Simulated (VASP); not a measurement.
# HfN: single point with PBEsol

Crystal: HfN.

```
Hf N
1.0
     3.13391    0.00000    0.00000
    -1.56695    2.71404    0.00000
     0.00000    0.00000    5.41677
Hf N
2 2
Direct
  0.66667 0.33333 0.75000
  0.33333 0.66667 0.25000
  0.00000 0.00000 0.00000
  0.00000 0.00000 0.50000
```

```json
{
 "Program": "VASP 6.6.1",
 "Task": "single point",
 "Functional": "PBEsol",
 "Potentials or basis": "VASP PAW PBE potentials, release 64 (Hf_pv, N)",
 "Cutoff": "520 eV",
 "k mesh": "8 × 8 × 4",
 "Occupations": "methfessel-paxton, width 0.05 eV",
 "Spin": "no spin polarisation",
 "Dipole correction": "no",
 "Further INCAR settings": "ALGO = Normal; EDIFF = 1e-06; NBANDS = 23"
}
```

The pressure is -4.1 GPa. The band gap on the k mesh is zero (band 15 reaches 9.62 eV, above the bottom of band 16 at 7.31 eV).

Stress tensor (GPa, compression positive):
```
-3.91  0.00  0.00
 0.00 -3.91  0.00
 0.00  0.00 -4.42
```

Levels at points of the mesh, in eV from the Fermi level:
```csv
k point,band 12,band 13,band 14,band 15,band 16,band 17,band 18,band 19
"(0.00, 0.00, 0.00)",-3.40,-3.40,-1.53,-0.46,0.88,0.88,1.23,2.01
"(0.50, 0.00, 0.00)",-5.30,-3.07,-2.64,-2.23,2.63,2.91,4.62,4.83
"(0.00, 0.00, 0.50)",-4.20,-4.20,-4.20,2.03,2.03,3.07,3.07,3.07
"(0.50, 0.00, 0.50)",-5.30,-4.29,-4.29,-0.10,-0.10,4.91,4.91,4.98
```

Run time: 11 s on 1 thread of Intel Xeon 6975P-C, on a shared host, peak memory 0.18 GiB.

Caveat: the PAW data sets were made with another functional, which shifts forces and pressure a little; spin-orbit coupling is left out, which moves the levels of the heavy elements.
